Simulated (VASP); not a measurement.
SbP:

```
CELL_PARAMETERS angstrom
5.22181 0.00000 0.00000
-2.61090 4.52222 0.00000
0.00000 0.00000 7.71893
ATOMIC_POSITIONS crystal
Sb 0.07832 0.00000 0.83333
Sb 0.00000 0.07832 0.16667
Sb 0.92168 0.92168 0.50000
P 0.47309 0.00000 0.33333
P 0.00000 0.47309 0.66667
P 0.52691 0.52691 0.00000
```

```yaml
Program: VASP 6.6.1
Task: relaxation of cell and atoms
Functional: PBE
Potentials_or_basis: VASP PAW PBE potentials, release 64 (Sb, P)
Cutoff: 600 eV
k_mesh: 6 × 6 × 2
Occupations: gaussian, width 0.1 eV
Spin: no spin polarisation
```

At the start: pressure 0.2 GPa; volume 30.38 Å³/atom.

Task: Where does the relaxation end?

Result: Over 34 steps the energy falls by 933.4 meV/atom and the volume is 22.32 Å³/atom (-26.5 %); space group Fm-3m (No. 225, to 0.05 Å).

The path:
```
step  energy change (eV)  largest force (eV/Å)  pressure (GPa)  volume (Å³)
   1              0.0000                1.0132            0.23       182.28
   2             -1.6825                0.2750           -3.85       181.41
   3             -2.0633                0.3403           -4.84       179.97
   4             -2.6513                0.4487           -5.50       175.37
   5             -3.3300                0.6005           -5.33       160.26
   6             -3.0511                0.5463           -5.80       170.37
   7             -3.2805                0.5934           -5.67       165.63
   8             -3.5797                0.8572            4.88       133.62
   9             -3.7087                0.7866            0.15       144.11
  10             -3.8298                0.5551            0.45       143.19
  11             -3.9605                0.6681            1.89       141.01
  12             -4.0405                0.6768            0.21       144.63
  13             -4.0847                0.6606           -1.90       149.91
  14             -4.1650                0.6966           -1.92       149.54
  15             -4.3994                0.7863           -2.10       148.34
  16             -4.8147                0.8690           -2.58       145.53
  17             -4.6649                0.6826           -2.54       138.22
  18             -4.9746                0.7611           -3.02       143.47
  19             -5.1698                0.7089           -1.85       139.07
  20             -5.3347                0.6001            2.51       129.64
  21             -5.3427                0.6102            1.30       131.67
  22             -5.4379                0.4346            0.51       132.88
  23             -5.5528                0.1463           -1.16       136.00
  24             -5.5539                0.1769           -1.30       136.32
  25             -5.5786                0.2048            0.24       133.55
  26             -5.5790                0.2087            0.46       133.18
  27             -5.5880                0.1680            0.17       133.69
  28             -5.5923                0.1215           -0.19       134.32
  29             -5.5959                0.0867            0.03       133.90
  30             -5.5983                0.0447            0.45       133.14
  31             -5.6002                0.0448            0.12       133.72
  32             -5.6004                0.0448           -0.03       133.99
  33             -5.6004                0.0449           -0.03       133.97
  34             -5.6007                0.0341           -0.01       133.94
```

Final structure:
```cif
data_structure
_symmetry_space_group_name_H-M 'P 1'
_symmetry_Int_Tables_number 1
_cell_length_a 3.9840
_cell_length_b 3.9840
_cell_length_c 9.7443
_cell_angle_alpha 90.000
_cell_angle_beta 90.000
_cell_angle_gamma 120.000
_cell_volume 133.94
loop_
_atom_site_label
_atom_site_type_symbol
_atom_site_fract_x
_atom_site_fract_y
_atom_site_fract_z
_atom_site_occupancy
Sb1 Sb 0.33331 0.00000 0.83333 1
Sb2 Sb 0.00000 0.33331 0.16667 1
Sb3 Sb 0.66669 0.66669 0.50000 1
P1 P 0.33176 0.00000 0.33333 1
P2 P 0.00000 0.33176 0.66667 1
P3 P 0.66824 0.66824 0.00000 1
```

Caveat: the k points lie up to 0.32 Å⁻¹ apart in the final cell; the volume moved by over 15 % at a fixed basis, so the end points are rough.
